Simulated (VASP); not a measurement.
# LaTaO (P4/nmm) in VASP: single point with PBE

Aim: the single point of LaTaO with PBE.

All numbers are computed with VASP 6.6.1; they aren't measurements. Logs are shortened: lines on timing, memory, paths and dates and some standing lists are left out, and cuts for length are marked.

### Step 1. The cell of the first run

It takes space group P4/nmm (No. 129, tetragonal). Conventional cell: a = 4.143 Å, b = 4.143 Å, c = 6.548 Å, α = 90.00°, β = 90.00°, γ = 90.00°. La (site symmetry 4mm) has 8 La at 3.19 to 4.14 Å and 6 Ta at 3.25 to 3.57 Å and 4 O at 3.36 Å within 4.2 Å. Ta (site symmetry 4mm) has 4 O at 2.16 Å within 2.9 Å. Within 2.9 Å of O (site symmetry -4m2) lie 4 Ta at 2.16 Å.

### Step 2. Single point, PBE

INCAR reads:

```
PREC = Accurate
ENCUT = 520
EDIFF = 1E-6
ISMEAR = 0
SIGMA = 0.1
LREAL = F
LASPH = T
NELM = 60
ALGO = Normal
ISIF = 2
LWAVE = F
LCHARG = F
GGA = PE
NBANDS = 37
```

KPOINTS reads:

```
regular mesh
0
Gamma
  10 10 6
```

POSCAR reads:

```
LaTaO
1.0
    4.1430191593      0.0000000000      0.0000000000
    0.0000000000      4.1430191593      0.0000000000
    0.0000000000      0.0000000000      6.5477002241
La Ta O
2 2 2
Direct
    0.0000000000      0.5000000000      0.4045182196
    0.5000000000      0.0000000000      0.5954817804
    0.5000000000      0.0000000000      0.0921616029
    0.0000000000      0.5000000000      0.9078383971
    0.0000000000      0.0000000000      0.0000000000
    0.5000000000      0.5000000000      0.0000000000
```

Potentials or basis: VASP PAW PBE potentials, release 64 (La, Ta_pv, O).

Run with:

```
$ cat potpaw_PBE.64/La/POTCAR potpaw_PBE.64/Ta_pv/POTCAR potpaw_PBE.64/O/POTCAR > POTCAR
$ mpirun -np 1 vasp_std > vasp.out
```

OUTCAR:

```text
PREC = Accurate
   ENCUT = 520
   EDIFF = 1E-6
   ISMEAR = 0
   LREAL = F
   LASPH = T
   NELM = 60
   ISIF = 2
   GGA = PE

 ion  position               nearest neighbor table
   1  0.000  0.500  0.405-   2 3.19   2 3.19   2 3.19   2 3.19   4 3.25   4 3.30   3 3.57   3 3.57
                             3 3.57   3 3.57
   2  0.500  0.000  0.595-   1 3.19   1 3.19   1 3.19   1 3.19   3 3.25   3 3.30   4 3.57   4 3.57
                             4 3.57   4 3.57
   3  0.500  0.000  0.092-   5 2.16   6 2.16   6 2.16   5 2.16   4 3.17   4 3.17   4 3.17   4 3.17
                             2 3.25   2 3.30   1 3.57   1 3.57   1 3.57   1 3.57
   4  0.000  0.500  0.908-   5 2.16   6 2.16   5 2.16   6 2.16   3 3.17   3 3.17   3 3.17   3 3.17
                             1 3.25   1 3.30   2 3.57   2 3.57   2 3.57   2 3.57
   5  0.000  0.000  0.000-   3 2.16   4 2.16   4 2.16   3 2.16
   6  0.500  0.500  0.000-   3 2.16   4 2.16   3 2.16   4 2.16

  LATTYP: Found a simple tetragonal cell.
 ALAT       =     4.1430191593
 C/A-ratio  =     1.5804175584

  Lattice vectors:

 A1 = (   4.1430191593,   0.0000000000,   0.0000000000)
 A2 = (   0.0000000000,   4.1430191593,   0.0000000000)
 A3 = (   0.0000000000,   0.0000000000,   6.5477002241)

Analysis of symmetry for initial positions (statically):
=====================================================================
 Subroutine PRICEL returns:
 Original cell was already a primitive cell.

 Routine SETGRP: Setting up the symmetry group for a
 simple tetragonal supercell.

 Subroutine GETGRP returns: Found 16 space group operations
 (whereof  8 operations were pure point group operations)
 out of a pool of 16 trial point group operations.

The static configuration has the point symmetry D_2d.
 The point group associated with its full space group is D_4h.

Analysis of symmetry for dynamics (positions and initial velocities):
=====================================================================
 Subroutine PRICEL returns:
 Original cell was already a primitive cell.

 Routine SETGRP: Setting up the symmetry group for a
 simple tetragonal supercell.

 Subroutine GETGRP returns: Found 16 space group operations
 (whereof  8 operations were pure point group operations)
 out of a pool of 16 trial point group operations.

The dynamic configuration has the point symmetry D_2d.
 The point group associated with its full space group is D_4h.

 Subroutine INISYM returns: Found 16 space group operations
 (whereof  8 operations are pure point group operations),
 and found     1 'primitive' translations

[... 101 lines left out ...]
   NELM   =     60;   NELMIN=  2; NELMDL= -5     # of ELM steps
   EDIFF  = 0.1E-05   stopping-criterion for ELM
   LREAL  =      F    real-space projection
   EDIFFG = 0.1E-04   stopping-criterion for IOM
   NSW    =      0    number of steps for IOM
   IBRION =     -1    ionic relax: 0-MD 1-quasi-New 2-CG
   NFREE  =      0    steps in history (QN), initial steepest desc. (CG)
   ISIF   =      2    stress and relaxation
   ISYM   =      2    0-nonsym 1-usesym 2-fastsym
   POTIM  = 0.5000    time-step for ionic-motion
   TEBEG  =    0.0;   TEEND  =   0.0 temperature during run
   PSTRESS=    0.0 pullay stress
   NELECT =      56.0000    total number of electrons
   NUPDOWN=      -1.0000    fix difference up-down
   EMIN   =  10.00;   EMAX   =-10.00  energy-range for DOS
   EFERMI =   0.00;   METHOD = LEGACY
   ISMEAR =     0;   SIGMA  =   0.10  broadening in eV -4-tet -1-fermi 0-gaus
   EFERMI_NEDOS =   21; number of points for ismear=-14 and -15
   IALGO  =     38    algorithm
   IMIX   =      4    mixing-type and parameters
     AMIX     =   0.40;   BMIX     =  1.00
     AMIX_MAG =   1.60;   BMIX_MAG =  1.00
  volume/ion in A,a.u.               =      18.73       126.41
  Fermi-wavevector in a.u.,A,eV,Ry     =   1.297866  2.452612 22.918427  1.684457
  Thomas-Fermi vector in A             =   2.429231
   LORBIT       =      0    0 simple, 1 ext, 2 COOP (PROOUT), +10 PAW based schemes
   GGA     = PE    functional components
   LHFCALC =     F    Hartree Fock is set to
   AEXX    =    0.0000 exact exchange contribution
   IVDW    =     0    specifies the selected vdW correction
   LEPSILON=     F    determine dielectric tensor
   LRPA    =     F    only Hartree local field effects (RPA)
 non-spin polarized calculation
 Gauss-broadening in eV      SIGMA  =   0.10
  energy-cutoff  :      520.00
  volume of cell :      112.39
 maximum number of plane-waves:      3049
 NGX is ok and might be reduce to    32
   NGX = 15   NGY = 15   NGZ = 25

 number of electron      56.0000012 magnetization

 Free energy of the ion-electron system (eV)
  ---------------------------------------------------
  ext. energy  EPLUGINS =         0.00000000
  ---------------------------------------------------
  free energy    TOTEN  =       -47.94809124 eV

  energy without entropy =      -47.92399288  energy(sigma->0) =      -47.93604206

 E-fermi :   8.4040     XC(G=0): -11.2375

 val. band max:        8.3914927720   @ k =   0.2000   0.2000   0.1667
 cond. band min:       8.4047012191   @ k =   0.3000   0.0000   0.3333
 fundamental gap:      0.0132084470
 Fermi energy:         8.4040292402

 k-point     1 :       0.0000    0.0000    0.0000
  band No.  band energies     occupation
      1     -27.3950      2.00000
      2     -27.3950      2.00000
      3     -27.1380      2.00000
      4     -27.1380      2.00000
      5     -26.9465      2.00000
      6     -26.8790      2.00000
[... 949 lines left out ...]
     36      10.5949      0.00000
     37      10.6728      0.00000

 [... further k-points ...]
[... 5 lines left out ...]
  --------------------------------------------------------------------------------------
  -------------------------------------------------------------------------------------
  Total        0.1725718      0.1725718     -0.0040291      0.0000000      0.0000000      0.0000000
  in kB        2.4601284      2.4601284     -0.0574382      0.0000000      0.0000000      0.0000000
  external PRESSURE =       1.6209395 kB  Pullay stress =       0.0000000 kB

 VOLUME and BASIS-vectors are now :
 -----------------------------------------------------------------------------
  energy-cutoff  :      520.00
  volume of cell :      112.39
      direct lattice vectors                 reciprocal lattice vectors
     4.143019159  0.000000000  0.000000000     0.241369871  0.000000000  0.000000000
     0.000000000  4.143019159  0.000000000     0.000000000  0.241369871  0.000000000
     0.000000000  0.000000000  6.547700224     0.000000000  0.000000000  0.152725379

 POSITION                                       TOTAL-FORCE (eV/Angst)
 -----------------------------------------------------------------------------------
      0.00000      2.07151      2.64866        -0.000000      0.000000     -0.004726
      2.07151      0.00000      3.89904         0.000000     -0.000000      0.004726
      2.07151      0.00000      0.60345         0.000000      0.000000      0.044090
      0.00000      2.07151      5.94425        -0.000000      0.000000     -0.044090
      0.00000      0.00000      0.00000        -0.000000      0.000000      0.000000
      2.07151      2.07151      0.00000        -0.000000      0.000000      0.000000
 -----------------------------------------------------------------------------------
    total drift:                                0.000000     -0.000000      0.000000

  FREE ENERGIE OF THE ION-ELECTRON SYSTEM (eV)
  ---------------------------------------------------
  free  energy   TOTEN  =       -47.9480912407 eV

  energy  without entropy=      -47.9239928820  energy(sigma->0) =      -47.93604206
```

OSZICAR:

```text
N       E                     dE             d eps       ncg     rms          rms(c)
DAV:   1     0.651779650116E+03    0.65178E+03   -0.23801E+04  6744   0.227E+03
DAV:   2     0.852379487261E+02   -0.56654E+03   -0.53560E+03  6925   0.431E+02
DAV:   3    -0.380803296848E+02   -0.12332E+03   -0.11911E+03  9517   0.205E+02
DAV:   4    -0.562902632986E+02   -0.18210E+02   -0.17057E+02 11061   0.629E+01
DAV:   5    -0.582932574803E+02   -0.20030E+01   -0.19563E+01 12032   0.186E+01    0.252E+01
DAV:   6    -0.524834686034E+02    0.58098E+01   -0.21452E+02  9648   0.496E+01    0.139E+01
DAV:   7    -0.478834963628E+02    0.46000E+01   -0.47618E+01 11072   0.379E+01    0.928E+00
DAV:   8    -0.480927135275E+02   -0.20922E+00   -0.65834E+00 11680   0.121E+01    0.402E+00
DAV:   9    -0.479545006805E+02    0.13821E+00   -0.17498E+00 11664   0.508E+00    0.782E-01
DAV:  10    -0.479518799370E+02    0.26207E-02   -0.22549E-01 11296   0.182E+00    0.383E-01
DAV:  11    -0.479481860165E+02    0.36939E-02   -0.21192E-02 10456   0.794E-01    0.193E-01
DAV:  12    -0.479481750975E+02    0.10919E-04   -0.76357E-03 11368   0.347E-01    0.517E-02
DAV:  13    -0.479480833790E+02    0.91718E-04   -0.98457E-04 10544   0.142E-01    0.142E-02
DAV:  14    -0.479480921867E+02   -0.88077E-05   -0.49285E-05 11304   0.412E-02    0.410E-03
DAV:  15    -0.479480912407E+02    0.94599E-06   -0.38391E-06  7408   0.153E-02
   1 F= -.47948091E+02 E0= -.47936042E+02  d E =-.240984E-01
```

stdout:

```text
POSCAR found type information on POSCAR LaTaO
 POSCAR found :  3 types and       6 ions
 scaLAPACK will be used
 LDA part: xc-table for (Slater+PW92), standard interpolation
 POSCAR, INCAR and KPOINTS ok, starting setup
 FFT: planning ... GRIDC
 FFT: planning ... GRID_SOFT
 FFT: planning ... GRID
 WAVECAR not read
 entering main loop
```

It used 790 s of CPU time on 1 thread of AMD EPYC 7R13 Processor (Zen 3), on a shared host.

What came out:

| Quantity | Value |
| --- | --- |
| Free energy | -47.9481 eV |
| Pressure | 0.2 GPa |
| Largest force | 0.044 eV/Å |
| Band gap on the k mesh | zero (band 28 reaches 8.71 eV, above the bottom of band 29 at 8.12 eV) |

Forces in eV/Å, atoms in the order of the input:
```
La   0.000  0.000 -0.005
La   0.000  0.000  0.005
Ta   0.000  0.000  0.044
Ta   0.000  0.000 -0.044
O    0.000  0.000  0.000
O    0.000  0.000  0.000
```

Stress tensor (GPa, compression positive):
```
 0.25  0.00  0.00
 0.00  0.25  0.00
 0.00  0.00 -0.01
```

Caveat: spin-orbit coupling is left out, which moves the levels of the heavy elements.
